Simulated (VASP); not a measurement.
A run of VASP 6.6.1 is set up as follows.

Contents of INCAR:

```
ALGO = Normal
EDIFF = 1E-6
ENCUT = 500
GGA = PE
GGA_COMPAT = False
ISIF = 2
ISMEAR = -1
LASPH = True
LCHARG = False
LREAL = False
LWAVE = False
NBANDS = 36
NELM = 120
PREC = Accurate
SIGMA = 0.1
```

File KPOINTS:

```
k-points
0
Gamma
  4 4 3
```

Contents of POSCAR:

```
BaAuS
1.0
    3.0160688520      4.6780766857      0.0000000000
    3.0160688520     -4.6780766857      0.0000000000
    0.0000000000      0.0000000000     -5.8884344433
Ba Au S
2 2 2
Direct
    0.3415447504      0.6584552496      0.7500000000
    0.6584552496      0.3415447504      0.2500000000
    0.0000000000      0.0000000000      0.0000000000
    0.0000000000      0.0000000000      0.5000000000
    0.7426258367      0.2573741633      0.7500000000
    0.2573741633      0.7426258367      0.2500000000
```

Potentials or basis: VASP PAW PBE potentials, release 64 (Ba_sv, Au, S).

Run with:

```console
$ cat potpaw_PBE.64/Ba_sv/POTCAR potpaw_PBE.64/Au/POTCAR potpaw_PBE.64/S/POTCAR > POTCAR
$ mpirun -np 1 vasp_std > vasp.out
```

**Question.** What does it give for the band gap on the k mesh?

**Answer.** Zero (bands 27 and 28 overlap by 1.17 eV).

**Question.** What does it give for the pressure?

**Answer.** 0.5 GPa.

Stress tensor (GPa, compression positive):
```
0.64 0.00 0.00
0.00 0.25 0.00
0.00 0.00 0.75
```

Caveat: spin-orbit coupling is left out, which moves the levels of the heavy elements.
